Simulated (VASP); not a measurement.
# Pd2PtS6 (P-31m) in VASP: single point with PBE

Aim: the single point of Pd2PtS6 with PBE.

Everything below comes from runs of VASP 6.6.1. Logs are shortened: lines on timing, memory, paths and dates and some standing lists are left out, and cuts for length are marked.

## (1) The cell of the first run

It takes space group P-31m (No. 162, trigonal). The conventional cell has a = 6.170 Å, b = 6.170 Å, c = 6.432 Å, α = 90.00°, β = 90.00°, γ = 120.00°. Pd (site symmetry 32) has 6 S at 2.40 Å within 3.2 Å. Within 3.2 Å of Pt (site symmetry -3m) lie 6 S at 2.40 Å. S (site symmetry m) has 1 Pt at 2.40 Å and 2 Pd at 2.40 Å and 3 S at 3.21 to 3.22 Å within 3.3 Å.

## (2) Single point, PBE

The input, INCAR:

```
PREC = Accurate
ENCUT = 500
EDIFF = 1E-6
ISMEAR = 0
SIGMA = 0.01
LREAL = F
LASPH = T
NELM = 120
ALGO = Normal
ISIF = 2
LWAVE = F
LCHARG = T
GGA = PE
LELF = T
LVHAR = T
NBANDS = 43
GGA_COMPAT = F
```

The input, KPOINTS:

```
regular mesh
0
Gamma
  6 6 6
```

The input, POSCAR:

```
Pd2PtS6
1.0
    6.1699695386      0.0000000289      0.0000000000
   -3.0849847943      5.3433503466      0.0000000000
    0.0000000000      0.0000000000      6.4315632069
Pd Pt S
2 1 6
Direct
    0.6666666667      0.3333333333      0.0000000000
    0.3333333333      0.6666666667      0.0000000000
    0.0000000000      0.0000000000      0.0000000000
    0.6669506119      0.6669506119      0.1921787261
    0.3330493881      0.0000000000      0.1921787261
    0.0000000000      0.3330493881      0.1921787261
    0.0000000000      0.6669506119      0.8078212739
    0.6669506119      0.0000000000      0.8078212739
    0.3330493881      0.3330493881      0.8078212739
```

Potentials or basis: VASP PAW PBE potentials, release 64 (Pd, Pt, S).

The run is started by

```
cat potpaw_PBE.64/Pd/POTCAR potpaw_PBE.64/Pt/POTCAR potpaw_PBE.64/S/POTCAR > POTCAR
mpirun -np 1 vasp_std > vasp.out
```

OUTCAR:

```text
PREC = Accurate
   ENCUT = 500
   EDIFF = 1E-6
   ISMEAR = 0
   LREAL = F
   LASPH = T
   NELM = 120
   ISIF = 2
   GGA = PE

 ion  position               nearest neighbor table
   1  0.667  0.333  0.000-   6 2.40   8 2.40   5 2.40   7 2.40   9 2.40   4 2.40
   2  0.333  0.667  0.000-   7 2.40   5 2.40   8 2.40   6 2.40   4 2.40   9 2.40
   3  0.000  0.000  0.000-   5 2.40   8 2.40   7 2.40   6 2.40   4 2.40   9 2.40
   4  0.667  0.667  0.192-   3 2.40   2 2.40   1 2.40
   5  0.333  0.000  0.192-   3 2.40   2 2.40   1 2.40
   6  0.000  0.333  0.192-   3 2.40   1 2.40   2 2.40
   7  0.000  0.667  0.808-   3 2.40   2 2.40   1 2.40
   8  0.667  0.000  0.808-   3 2.40   1 2.40   2 2.40
   9  0.333  0.333  0.808-   3 2.40   1 2.40   2 2.40

  LATTYP: Found a hexagonal cell.
 ALAT       =     6.1699695386
 C/A-ratio  =     1.0423978865

  Lattice vectors:

 A1 = (   6.1699695386,   0.0000000289,   0.0000000000)
 A2 = (  -3.0849847943,   5.3433503466,   0.0000000000)
 A3 = (   0.0000000000,   0.0000000000,   6.4315632069)

Analysis of symmetry for initial positions (statically):
=====================================================================
 Subroutine PRICEL returns:
 Original cell was already a primitive cell.

 Routine SETGRP: Setting up the symmetry group for a
 hexagonal supercell.

 Subroutine GETGRP returns: Found 12 space group operations
 (whereof 12 operations were pure point group operations)
 out of a pool of 24 trial point group operations.

The static configuration has the point symmetry D_3d.

Analysis of symmetry for dynamics (positions and initial velocities):
=====================================================================
 Subroutine PRICEL returns:
 Original cell was already a primitive cell.

 Routine SETGRP: Setting up the symmetry group for a
 hexagonal supercell.

 Subroutine GETGRP returns: Found 12 space group operations
 (whereof 12 operations were pure point group operations)
 out of a pool of 24 trial point group operations.

The dynamic configuration has the point symmetry D_3d.

 Subroutine INISYM returns: Found 12 space group operations
 (whereof 12 operations are pure point group operations),
 and found     1 'primitive' translations

----------------------------------------------------------------------------------------

                                     Primitive cell

  volume of cell :     212.0378

  direct lattice vectors                    reciprocal lattice vectors
     6.169969539  0.000000029  0.000000000     0.162075354  0.093574250  0.000000000
    -3.084984794  5.343350347  0.000000000    -0.000000001  0.187148499  0.000000000
     0.000000000  0.000000000  6.431563207     0.000000000  0.000000000  0.155483196

  length of vectors
     6.169969539  6.169969539  6.431563207     0.187148499  0.187148499  0.155483196

  position of ions in fractional coordinates (direct lattice)
     0.666666667  0.333333333  0.000000000
     0.333333333  0.666666667  0.000000000
     0.000000000  0.000000000  0.000000000
     0.666950612  0.666950612  0.192178726
     0.333049388  1.000000000  0.192178726
     0.000000000  0.333049388  0.192178726
     0.000000000  0.666950612  0.807821274
     0.666950612  1.000000000  0.807821274
     0.333049388  0.333049388  0.807821274

  ion indices of the primitive-cell ions
   primitive index   ion index
                 1           1
                 2           2
                 3           3
                 4           4
                 5           5
                 6           6
                 7           7
                 8           8
                 9           9

----------------------------------------------------------------------------------------

 KPOINTS: regular mesh

Automatic generation of k-mesh.
 Grid dimensions read from file:
 generate k-points for:    6    6    6

 Generating k-lattice:

  Cartesian coordinates                     Fractional coordinates (reciprocal lattice)
     0.027012559  0.015595708  0.000000000     0.166666667 -0.000000000  0.000000000
    -0.000000000  0.031191417  0.000000000    -0.000000000  0.166666667  0.000000000
     0.000000000  0.000000000  0.025913866     0.000000000  0.000000000  0.166666667

  Length of vectors
     0.031191417  0.031191417  0.025913866

  Shift w.r.t. Gamma in fractional coordinates (k-lattice)
     0.000000000  0.000000000  0.000000000

 Subroutine IBZKPT returns following result:
 ===========================================

 Found     34 irreducible k-points:

 Following reciprocal coordinates:
            Coordinates               Weight
  0.000000  0.000000  0.000000      1.000000
  0.166667 -0.000000  0.000000      6.000000
  0.333333 -0.000000  0.000000      6.000000
  0.500000 -0.000000  0.000000      3.000000
  0.166667  0.166667  0.000000      6.000000
  0.333333  0.166667  0.000000     12.000000
[... 16 lines left out ...]
 -0.166667  0.333333  0.333333      6.000000
  0.333333  0.166667  0.333333     12.000000
 [... further k-points ...]
   k-points           NKPTS =     34   k-points in BZ     NKDIM =     34   number of bands    NBANDS=     43
   number of dos      NEDOS =    301   number of ions     NIONS =      9
   total plane-waves  NPLWV = 110592
   dimension x,y,z NGX =    48 NGY =   48 NGZ =   48
   dimension x,y,z NGXF=    96 NGYF=   96 NGZF=   96
   ions per type =               2   1   6
   NGX,Y,Z   is equivalent  to a cutoff of  12.93, 12.93, 12.41 a.u.
   NGXF,Y,Z  is equivalent  to a cutoff of  25.87, 25.87, 24.81 a.u.
 SYSTEM =  unknown system
   PREC   = accura    normal or accurate (medium, high low for compatibility)
   ISTART =      0    job   : 0-new  1-cont  2-samecut
   ICHARG =      2    charge: 1-file 2-atom 10-const
   ISPIN  =      1    spin polarized calculation?
   LNONCOLLINEAR =      F non collinear calculations
   LSORBIT =      F    spin-orbit coupling
   LASPH  =      T    aspherical Exc in radial PAW
   ENCUT  =  500.0 eV  36.75 Ry    6.06 a.u.  11.25 11.25 11.73*2*pi/ulx,y,z
   NELM   =    120;   NELMIN=  2; NELMDL= -5     # of ELM steps
   EDIFF  = 0.1E-05   stopping-criterion for ELM
   LREAL  =      F    real-space projection
   EDIFFG = 0.1E-04   stopping-criterion for IOM
   NSW    =      0    number of steps for IOM
   IBRION =     -1    ionic relax: 0-MD 1-quasi-New 2-CG
   NFREE  =      0    steps in history (QN), initial steepest desc. (CG)
   ISIF   =      2    stress and relaxation
   ISYM   =      2    0-nonsym 1-usesym 2-fastsym
   POTIM  = 0.5000    time-step for ionic-motion
   TEBEG  =    0.0;   TEEND  =   0.0 temperature during run
   PSTRESS=    0.0 pullay stress
   NELECT =      66.0000    total number of electrons
   NUPDOWN=      -1.0000    fix difference up-down
   EMIN   =  10.00;   EMAX   =-10.00  energy-range for DOS
   EFERMI =   0.00;   METHOD = LEGACY
   ISMEAR =     0;   SIGMA  =   0.01  broadening in eV -4-tet -1-fermi 0-gaus
   EFERMI_NEDOS =   21; number of points for ismear=-14 and -15
   IALGO  =     38    algorithm
   IMIX   =      4    mixing-type and parameters
     AMIX     =   0.40;   BMIX     =  1.00
     AMIX_MAG =   1.60;   BMIX_MAG =  1.00
  volume/ion in A,a.u.               =      23.56       158.99
  Fermi-wavevector in a.u.,A,eV,Ry     =   1.109477  2.096608 16.747953  1.230940
  Thomas-Fermi vector in A             =   2.246017
   LORBIT       =      0    0 simple, 1 ext, 2 COOP (PROOUT), +10 PAW based schemes
   GGA     = PE    functional components
   LHFCALC =     F    Hartree Fock is set to
   AEXX    =    0.0000 exact exchange contribution
   IVDW    =     0    specifies the selected vdW correction
   LEPSILON=     F    determine dielectric tensor
   LRPA    =     F    only Hartree local field effects (RPA)
 non-spin polarized calculation
 Gauss-broadening in eV      SIGMA  =   0.01
  energy-cutoff  :      500.00
  volume of cell :      212.04
 maximum number of plane-waves:      5408
 NGX is ok and might be reduce to    48
   NGX = 23   NGY = 23   NGZ = 23

 number of electron      65.9999995 magnetization

 Free energy of the ion-electron system (eV)
  ---------------------------------------------------
  ext. energy  EPLUGINS =         0.00000000
  ---------------------------------------------------
  free energy    TOTEN  =       -43.45603854 eV

  energy without entropy =      -43.45603854  energy(sigma->0) =      -43.45603854

 E-fermi :   3.1582     XC(G=0):  -8.9376

 val. band max:        3.1146331546   @ k =   0.5000  -0.0000   0.0000
 cond. band min:       4.1655038886   @ k =  -0.1667   0.5000   0.3333
 fundamental gap:      1.0508707340
 Fermi energy:         3.1581668998

 k-point     1 :       0.0000    0.0000    0.0000
  band No.  band energies     occupation
      1     -10.7017      2.00000
      2      -9.0011      2.00000
      3      -9.0011      2.00000
      4      -8.9367      2.00000
      5      -8.9367      2.00000
      6      -8.7103      2.00000
[... 35 lines left out ...]
     42       9.7979      0.00000
     43      10.2552      0.00000

 k-point     2 :       0.1667   -0.0000    0.0000
  band No.  band energies     occupation
      1     -10.5994      2.00000
      2      -9.0925      2.00000
      3      -9.0209      2.00000
      4      -8.9908      2.00000
      5      -8.9305      2.00000
      6      -8.7250      2.00000
[... 35 lines left out ...]
     42       9.7409      0.00000
     43      10.2617      0.00000

 k-point     3 :       0.3333   -0.0000    0.0000
  band No.  band energies     occupation
      1     -10.3117      2.00000
      2      -9.4177      2.00000
      3      -9.1311      2.00000
      4      -8.9730      2.00000
      5      -8.9056      2.00000
      6      -8.7643      2.00000
[... 919 lines left out ...]
      6      -8.7930      2.00000
[... 35 lines left out ...]
     42      10.2059      0.00000
     43      10.4088      0.00000

 k-point    24 :       0.3333    0.1667    0.3333
  band No.  band energies     occupation
      1     -10.0369      2.00000
      2      -9.5721      2.00000
      3      -9.2991      2.00000
      4      -8.9449      2.00000
      5      -8.9172      2.00000
      6      -8.8291      2.00000
[... 35 lines left out ...]
     42       9.7475      0.00000
     43      10.2004      0.00000

 [... further k-points ...]

------------------------ aborting loop because EDIFF is reached ----------------------------------------

  FORCE on cell =-STRESS in cart. coord.  units (eV):
  Direction    XX          YY          ZZ          XY          YZ          ZX
  --------------------------------------------------------------------------------------
  -------------------------------------------------------------------------------------
  Total       -0.4300157     -0.4300157     -0.2875893     -0.0000000     -0.0000000      0.0000000
  in kB       -3.2492393     -3.2492393     -2.1730522     -0.0000000     -0.0000000      0.0000000
  external PRESSURE =      -2.8905103 kB  Pullay stress =       0.0000000 kB

 VOLUME and BASIS-vectors are now :
 -----------------------------------------------------------------------------
  energy-cutoff  :      500.00
  volume of cell :      212.04
      direct lattice vectors                 reciprocal lattice vectors
     6.169969539  0.000000029  0.000000000     0.162075354  0.093574250  0.000000000
    -3.084984794  5.343350347  0.000000000    -0.000000001  0.187148499  0.000000000
     0.000000000  0.000000000  6.431563207     0.000000000  0.000000000  0.155483196

 POSITION                                       TOTAL-FORCE (eV/Angst)
 -----------------------------------------------------------------------------------
      3.08498      1.78112      0.00000         0.000000      0.000000     -0.000000
     -0.00000      3.56223      0.00000         0.000000      0.000000     -0.000000
      0.00000      0.00000      0.00000         0.000000      0.000000      0.000000
      2.05753      3.56375      1.23601         0.004524      0.007835     -0.029837
      2.05490      0.00000      1.23601        -0.009047     -0.000000     -0.029837
     -1.02745      1.77960      1.23601         0.004524     -0.007835     -0.029837
     -2.05753      3.56375      5.19555        -0.004524      0.007835      0.029837
      4.11506      0.00000      5.19555         0.009047      0.000000      0.029837
      1.02745      1.77960      5.19555        -0.004524     -0.007835      0.029837
 -----------------------------------------------------------------------------------
    total drift:                               -0.000000      0.000000      0.000000

  FREE ENERGIE OF THE ION-ELECTRON SYSTEM (eV)
  ---------------------------------------------------
  free  energy   TOTEN  =       -43.4560385416 eV

  energy  without entropy=      -43.4560385416  energy(sigma->0) =      -43.45603854
```

Run time: 7.3 min. Hardware: 1 thread of Oxide Virtual Turin-like, shared host; peak memory 0.45 GiB.

Results:

```
Free energy            : -43.4560 eV
Pressure               : -0.3 GPa
Largest force          : 0.031 eV/Å
Band gap on the k mesh : 1.05 eV (least direct gap 1.22 eV)
```

Forces on the atoms (eV/Å):
```
Pd   0.000  0.000  0.000
Pd   0.000  0.000  0.000
Pt   0.000  0.000  0.000
S    0.005  0.008 -0.030
S   -0.009  0.000 -0.030
S    0.005 -0.008 -0.030
S   -0.005  0.008  0.030
S    0.009  0.000  0.030
S   -0.005 -0.008  0.030
```

Stress tensor (GPa, compression positive):
```
-0.32  0.00  0.00
 0.00 -0.32  0.00
 0.00  0.00 -0.22
```

Caveat: spin-orbit coupling is left out, which moves the levels of the heavy elements; this functional lacks dispersion, which binds layers or chains, so the pressure and a relaxed spacing across them are unreliable. A k mesh can miss the band edges.
